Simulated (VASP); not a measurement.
Na4F, 5 atoms in the cell. The structure is cubic, space group Im-3m (No. 229). Conventional cell: a = 5.677 Å, b = 5.677 Å, c = 5.677 Å, α = 90.00°, β = 90.00°, γ = 90.00°. Within 3.2 Å of Na (site symmetry -3m) lie 2 F at 2.46 Å and 6 Na at 2.84 Å. Within 3.2 Å of F (site symmetry m-3m) lie 8 Na at 2.46 Å. The cell was built from a structure type or drawn by symmetry, and may not be a known phase.

* Program: VASP 6.6.1
* Task: relaxation of cell and atoms
* Functional: PBE
* Potentials or basis: VASP PAW PBE potentials, release 64 (Na_pv, F)
* Cutoff: 600 eV
* k mesh: 4 × 4 × 4
* Occupations: gaussian, width 0.1 eV
* Spin: no spin polarisation
* Dipole correction: no
* Further INCAR settings: ALGO = Normal; EDIFF = 1e-07; IBRION = 2; EDIFFG = -0.04; NSW = 90; ISIF = 3

Potentials or basis: VASP PAW PBE potentials, release 64 (Na_pv, F).

Launch:

```console
$ cat potpaw_PBE.64/Na_pv/POTCAR potpaw_PBE.64/F/POTCAR > POTCAR
$ mpirun -np 1 vasp_std > vasp.out
```

Hardware: 1 thread of Intel Xeon 8259CL (shared host).

How long does it take, and how much memory?

It took 120 s on 1 thread of Intel Xeon 8259CL, with other jobs on the host, peak memory 0.24 GiB. Counts: scf iterations 45, k points 8, ion steps 4.
